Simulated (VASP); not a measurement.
# Sn: single point with BLYP

Sn:

```
Sn
1.0
     3.59935    0.00000    0.00000
    -1.79968    3.11713    0.00000
     0.00000    0.00000   11.85167
Sn
4
Direct
  0.00000 0.00000 0.00000
  0.00000 0.00000 0.50000
  0.33333 0.66667 0.25000
  0.66667 0.33333 0.75000
```

This cell differs from its parent crystal: volume scaled by 1.08.

| Property | Result |
| --- | --- |
| Program | VASP 6.6.1 |
| Task | single point |
| Functional | BLYP |
| Potentials or basis | VASP PAW PBE potentials, release 64 (Sn_d) |
| Cutoff | 520 eV |
| k mesh | 12 × 12 × 3 |
| Occupations | fermi-dirac, width 0.1 eV |
| Spin | no spin polarisation |

The pressure is -2.2 GPa and the band gap on the k mesh is zero (band 28 reaches 11.00 eV, above the bottom of band 29 at 4.53 eV).

Stress tensor (GPa, compression positive):
```
-2.18  0.00  0.00
 0.00 -2.18  0.00
 0.00  0.00 -2.26
```

Levels at points of the mesh, in eV from the Fermi level:
```
           k point  band 25  band 26  band 27  band 28  band 29  band 30  band 31  band 32
(0.00, 0.00, 0.00)    -3.57     0.62     0.63     4.56     4.56     5.14     5.14     5.20
(0.50, 0.00, 0.00)    -3.41    -3.16    -1.95    -1.54    -0.07     0.62     1.80     2.83
```

Wall time 4.3 min on 1 thread of Intel(R) Xeon(R) Platinum 8488C (Sapphire Rapids), on a shared host, peak memory 0.31 GiB.

Caveat: the PAW data sets were made with another functional, which shifts forces and pressure a little; spin-orbit coupling is left out, which moves the levels of the heavy elements.
